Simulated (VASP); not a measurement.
# Mg4Ti3N4 (P-43m) in VASP: single point with PBE

Aim: the single point of Mg4Ti3N4 with PBE.

All numbers are computed with VASP 6.6.1; they aren't measurements. Logs are shortened: lines on timing, memory, paths and dates and some standing lists are left out, and cuts for length are marked.

## (1) The cell of the first run

It takes space group P-43m (No. 215, cubic). The conventional cell has a = 5.121 Å, b = 5.121 Å, c = 5.121 Å, α = 90.00°, β = 90.00°, γ = 90.00°. Mg (site symmetry 3m) has 3 Ti at 2.37 Å and 6 N at 2.39 to 2.77 Å and 3 Mg at 3.02 Å within 3.1 Å. Within 2.9 Å of Ti (site symmetry -42m) lie 4 N at 2.21 Å and 4 Mg at 2.37 Å. Within 2.9 Å of N (site symmetry 3m) lie 3 Ti at 2.21 Å and 6 Mg at 2.39 to 2.77 Å.

## (2) Single point, PBE, collinear spin, ferrimagnetic start

File INCAR:

```
SYSTEM = Mg4Ti3N4
PREC = Accurate
ENCUT = 520
EDIFF = 1E-6
ISMEAR = 0
SIGMA = 0.1
LREAL = .FALSE.
LASPH = .TRUE.
NELM = 150
ALGO = Normal
ISIF = 2
LWAVE = .FALSE.
LCHARG = .FALSE.
ISPIN = 2
MAGMOM = 0 0 0 0 -1 1 1 0 0 0 0
LORBIT = 11
LMAXMIX = 4
GGA = PE
NBANDS = 47
```

File KPOINTS:

```
regular mesh
0
G
  4 4 4
  0 0 0
```

File POSCAR:

```
Mg4Ti3N4
1.0
    5.1209972500      0.0000000000      0.0000000000
    0.0000000000      5.1209972500      0.0000000000
    0.0000000000      0.0000000000      5.1209972500
Mg Ti N
4 3 4
Direct
    0.2917000000      0.2917000000      0.2917000000
    0.2917000000      0.7083000000      0.7083000000
    0.7083000000      0.2917000000      0.7083000000
    0.7083000000      0.7083000000      0.2917000000
    0.0000000000      0.0000000000      0.5000000000
    0.5000000000      0.0000000000      0.0000000000
    0.0000000000      0.5000000000      0.0000000000
    0.2456870000      0.2456870000      0.7543130000
    0.7543130000      0.7543130000      0.7543130000
    0.2456870000      0.7543130000      0.2456870000
    0.7543130000      0.2456870000      0.2456870000
```

Potentials or basis: VASP PAW PBE potentials, release 64 (Mg, Ti_sv, N).

Run with:

```bash
$ cat potpaw_PBE.64/Mg/POTCAR potpaw_PBE.64/Ti_sv/POTCAR potpaw_PBE.64/N/POTCAR > POTCAR
$ mpirun -np 1 vasp_std > vasp.out
```

OUTCAR:

```text
SYSTEM = Mg4Ti3N4
   PREC = Accurate
   ENCUT = 520
   EDIFF = 1E-6
   ISMEAR = 0
   LREAL = .FALSE.
   LASPH = .TRUE.
   NELM = 150
   ISIF = 2
   ISPIN = 2
   LORBIT = 11
   GGA = PE

 ion  position               nearest neighbor table
   1  0.292  0.292  0.292-   5 2.37   6 2.37   7 2.37   8 2.39  10 2.39  11 2.39   2 3.02   3 3.02
                             4 3.02
   2  0.292  0.708  0.708-   5 2.37   6 2.37   7 2.37   8 2.39   9 2.39  10 2.39   1 3.02   3 3.02
                             4 3.02
   3  0.708  0.292  0.708-   5 2.37   6 2.37   7 2.37   8 2.39   9 2.39  11 2.39   1 3.02   2 3.02
                             4 3.02
   4  0.708  0.708  0.292-   5 2.37   6 2.37   7 2.37   9 2.39  10 2.39  11 2.39   1 3.02   2 3.02
                             3 3.02
   5  0.000  0.000  0.500-   8 2.21   9 2.21  10 2.21  11 2.21   1 2.37   2 2.37   3 2.37   4 2.37
[... 5 lines left out ...]
   8  0.246  0.246  0.754-   5 2.21   6 2.21   7 2.21   1 2.39   2 2.39   3 2.39
   9  0.754  0.754  0.754-   5 2.21   6 2.21   7 2.21   2 2.39   3 2.39   4 2.39
  10  0.246  0.754  0.246-   5 2.21   6 2.21   7 2.21   1 2.39   2 2.39   4 2.39
  11  0.754  0.246  0.246-   5 2.21   6 2.21   7 2.21   1 2.39   3 2.39   4 2.39

  LATTYP: Found a simple cubic cell.
 ALAT       =     5.1209972500

  Lattice vectors:

 A1 = (   5.1209972500,   0.0000000000,   0.0000000000)
 A2 = (   0.0000000000,   5.1209972500,   0.0000000000)
 A3 = (   0.0000000000,   0.0000000000,   5.1209972500)

Analysis of symmetry for initial positions (statically):
=====================================================================
 Subroutine PRICEL returns:
 Original cell was already a primitive cell.

 Routine SETGRP: Setting up the symmetry group for a
 simple cubic supercell.

 Subroutine GETGRP returns: Found 24 space group operations
 (whereof 24 operations were pure point group operations)
 out of a pool of 48 trial point group operations.

The static configuration has the point symmetry T_d .

Analysis of symmetry for dynamics (positions and initial velocities):
=====================================================================
 Subroutine PRICEL returns:
 Original cell was already a primitive cell.

 Routine SETGRP: Setting up the symmetry group for a
 simple cubic supercell.

 Subroutine GETGRP returns: Found 24 space group operations
 (whereof 24 operations were pure point group operations)
 out of a pool of 48 trial point group operations.

The dynamic configuration has the point symmetry T_d .

Analysis of structural, dynamic, and magnetic symmetry:
=====================================================================
 Subroutine PRICEL returns:
 Original cell was already a primitive cell.

 Routine SETGRP: Setting up the symmetry group for a
 simple cubic supercell.

 Subroutine GETGRP returns: Found  8 space group operations
 (whereof  8 operations were pure point group operations)
 out of a pool of 48 trial point group operations.

The overall configuration has the point symmetry D_2d.

 Subroutine INISYM returns: Found  8 space group operations
 (whereof  8 operations are pure point group operations),
 and found     1 'primitive' translations

----------------------------------------------------------------------------------------

                                     Primitive cell

  volume of cell :     134.2962

  direct lattice vectors                    reciprocal lattice vectors
     5.120997250  0.000000000  0.000000000     0.195274465  0.000000000  0.000000000
     0.000000000  5.120997250  0.000000000     0.000000000  0.195274465  0.000000000
     0.000000000  0.000000000  5.120997250     0.000000000  0.000000000  0.195274465

  length of vectors
     5.120997250  5.120997250  5.120997250     0.195274465  0.195274465  0.195274465

  position of ions in fractional coordinates (direct lattice)
     0.291700000  0.291700000  0.291700000
     0.291700000  0.708300000  0.708300000
     0.708300000  0.291700000  0.708300000
     0.708300000  0.708300000  0.291700000
     0.000000000  0.000000000  0.500000000
     0.500000000  0.000000000  0.000000000
     0.000000000  0.500000000  0.000000000
     0.245687000  0.245687000  0.754313000
     0.754313000  0.754313000  0.754313000
     0.245687000  0.754313000  0.245687000
     0.754313000  0.245687000  0.245687000

  ion indices of the primitive-cell ions
   primitive index   ion index
[... 74 lines left out ...]
   ENCUT  =  520.0 eV  38.22 Ry    6.18 a.u.   9.52  9.52  9.52*2*pi/ulx,y,z
   NELM   =    150;   NELMIN=  2; NELMDL= -5     # of ELM steps
   EDIFF  = 0.1E-05   stopping-criterion for ELM
   LREAL  =      F    real-space projection
   EDIFFG = 0.1E-04   stopping-criterion for IOM
   NSW    =      0    number of steps for IOM
   IBRION =     -1    ionic relax: 0-MD 1-quasi-New 2-CG
   NFREE  =      0    steps in history (QN), initial steepest desc. (CG)
   ISIF   =      2    stress and relaxation
   ISYM   =      2    0-nonsym 1-usesym 2-fastsym
   POTIM  = 0.5000    time-step for ionic-motion
   TEBEG  =    0.0;   TEEND  =   0.0 temperature during run
   PSTRESS=    0.0 pullay stress
   NELECT =      64.0000    total number of electrons
   NUPDOWN=      -1.0000    fix difference up-down
   EMIN   =  10.00;   EMAX   =-10.00  energy-range for DOS
   EFERMI =   0.00;   METHOD = LEGACY
   ISMEAR =     0;   SIGMA  =   0.10  broadening in eV -4-tet -1-fermi 0-gaus
   EFERMI_NEDOS =   21; number of points for ismear=-14 and -15
   IALGO  =     38    algorithm
   IMIX   =      4    mixing-type and parameters
     AMIX     =   0.40;   BMIX     =  1.00
     AMIX_MAG =   1.60;   BMIX_MAG =  1.00
  volume/ion in A,a.u.               =      12.21        82.39
  Fermi-wavevector in a.u.,A,eV,Ry     =   1.278734  2.416457 22.247718  1.635161
  Thomas-Fermi vector in A             =   2.411260
   LORBIT       =     11    0 simple, 1 ext, 2 COOP (PROOUT), +10 PAW based schemes
   GGA     = PE    functional components
   LHFCALC =     F    Hartree Fock is set to
   AEXX    =    0.0000 exact exchange contribution
   IVDW    =     0    specifies the selected vdW correction
   LEPSILON=     F    determine dielectric tensor
   LRPA    =     F    only Hartree local field effects (RPA)
 spin polarized calculation
 Gauss-broadening in eV      SIGMA  =   0.10
  energy-cutoff  :      520.00
  volume of cell :      134.30
 maximum number of plane-waves:      3695
 NGX is ok and might be reduce to    40
   NGX = 19   NGY = 19   NGZ = 19

 number of electron      64.0000018 magnetization       0.0035725

 Free energy of the ion-electron system (eV)
  ---------------------------------------------------
  ext. energy  EPLUGINS =         0.00000000
  ---------------------------------------------------
  free energy    TOTEN  =       -57.94243018 eV

  energy without entropy =      -57.90221761  energy(sigma->0) =      -57.92232389

 E-fermi :   7.5849     XC(G=0): -11.0121

 val. band max:        7.5600305006   @ k =   0.5000   0.0000   0.0000
 cond. band min:       7.6683149825   @ k =   0.2500   0.0000   0.0000
 fundamental gap:      0.1082844818
 Fermi energy:         7.5849283511

 spin component 1

 k-point     1 :       0.0000    0.0000    0.0000
  band No.  band energies     occupation
      1     -49.6785      1.00000
      2     -49.6693      1.00000
      3     -49.6687      1.00000
      4     -26.1156      1.00000
      5     -26.1156      1.00000
      6     -26.1152      1.00000
[... 835 lines left out ...]
     43       9.2962      0.00000
     44       9.2962      0.00000
 Fermi energy:         7.5849283511

 spin component 2

 k-point     1 :       0.0000    0.0000    0.0000
  band No.  band energies     occupation
      1     -49.6777      1.00000
      2     -49.6685      1.00000
      3     -49.6678      1.00000
      4     -26.1150      1.00000
      5     -26.1145      1.00000
      6     -26.1145      1.00000
[... 835 lines left out ...]
     43       9.2964      0.00000
     44       9.2969      0.00000
 [bands above 44 left out]

------------------------ aborting loop because EDIFF is reached ----------------------------------------

  FORCE on cell =-STRESS in cart. coord.  units (eV):
  Direction    XX          YY          ZZ          XY          YZ          ZX
  --------------------------------------------------------------------------------------
  -------------------------------------------------------------------------------------
  Total        9.7343168      9.7343168      9.7344453      0.0000000     -0.0000000      0.0000000
  in kB      116.1321408    116.1321408    116.1336739      0.0000000     -0.0000000      0.0000000
  external PRESSURE =     116.1326518 kB  Pullay stress =       0.0000000 kB

 VOLUME and BASIS-vectors are now :
 -----------------------------------------------------------------------------
  energy-cutoff  :      520.00
  volume of cell :      134.30
      direct lattice vectors                 reciprocal lattice vectors
     5.120997250  0.000000000  0.000000000     0.195274465  0.000000000  0.000000000
     0.000000000  5.120997250  0.000000000     0.000000000  0.195274465  0.000000000
     0.000000000  0.000000000  5.120997250     0.000000000  0.000000000  0.195274465

 POSITION                                       TOTAL-FORCE (eV/Angst)
 -----------------------------------------------------------------------------------
      1.49379      1.49379      1.49379         2.432962      2.432962      2.433003
      1.49379      3.62720      3.62720         2.432962     -2.432962     -2.433003
      3.62720      1.49379      3.62720        -2.432962      2.432962     -2.433003
      3.62720      3.62720      1.49379        -2.432962     -2.432962      2.433003
      0.00000      0.00000      2.56050        -0.000000     -0.000000      0.000000
      2.56050      0.00000      0.00000        -0.000000     -0.000000      0.000000
      0.00000      2.56050      0.00000        -0.000000     -0.000000      0.000000
      1.25816      1.25816      3.86283         0.546975      0.546975     -0.546994
      3.86283      3.86283      3.86283        -0.546975     -0.546975     -0.546994
      1.25816      3.86283      1.25816         0.546975     -0.546975      0.546994
      3.86283      1.25816      1.25816        -0.546975      0.546975      0.546994
 -----------------------------------------------------------------------------------
    total drift:                                0.000000      0.000000      0.000000

  FREE ENERGIE OF THE ION-ELECTRON SYSTEM (eV)
  ---------------------------------------------------
  free  energy   TOTEN  =       -57.9424301773 eV

  energy  without entropy=      -57.9022176063  energy(sigma->0) =      -57.92232389

 total charge

# of ion       s       p       d       tot
------------------------------------------
    1        0.286   0.176   0.041   0.503
    2        0.286   0.176   0.041   0.503
    3        0.286   0.176   0.041   0.503
    4        0.286   0.176   0.041   0.503
    5        2.191   6.147   2.187  10.525
    6        2.191   6.147   2.187  10.525
    7        2.191   6.147   2.187  10.525
    8        1.254   2.323   0.000   3.577
    9        1.254   2.323   0.000   3.577
   10        1.254   2.323   0.000   3.577
   11        1.254   2.323   0.000   3.577
--------------------------------------------------
tot         12.735  28.434   6.727  47.897

 magnetization (x)

# of ion       s       p       d       tot
------------------------------------------
    1       -0.000   0.000   0.000   0.000
    2       -0.000   0.000   0.000   0.000
    3       -0.000   0.000   0.000   0.000
    4       -0.000   0.000   0.000   0.000
    5       -0.000  -0.000  -0.000  -0.000
    6        0.000   0.000   0.001   0.001
    7        0.000   0.000   0.001   0.001
    8       -0.000  -0.000   0.000  -0.000
    9       -0.000  -0.000   0.000  -0.000
   10       -0.000  -0.000   0.000  -0.000
   11       -0.000  -0.000   0.000  -0.000
--------------------------------------------------
tot          0.000  -0.000   0.002   0.002
```

It took 2.8 min on 1 thread of Intel Xeon Platinum 8481C at 2.70GHz (Sapphire Rapids), shared host; peak memory 0.38 GiB.

What came out:

* Free energy: -57.9424 eV
* Pressure: 11.6 GPa
* Largest force: 4.214 eV/Å
* Band gap on the k mesh: zero (filled and empty bands overlap)
* Net moment: 0.00 μB per cell
* Valence electrons inside the program's atomic spheres: Mg 0.50; Ti 10.53; N 3.58

Forces on the atoms (eV/Å):
```
Mg   2.433  2.433  2.433
Mg   2.433 -2.433 -2.433
Mg  -2.433  2.433 -2.433
Mg  -2.433 -2.433  2.433
Ti   0.000  0.000  0.000
Ti   0.000  0.000  0.000
Ti   0.000  0.000  0.000
N    0.547  0.547 -0.547
N   -0.547 -0.547 -0.547
N    0.547 -0.547  0.547
N   -0.547  0.547  0.547
```

Caveat: forces of over 1 eV/Å act on the atoms, so gaps and moduli don't describe the material at rest.
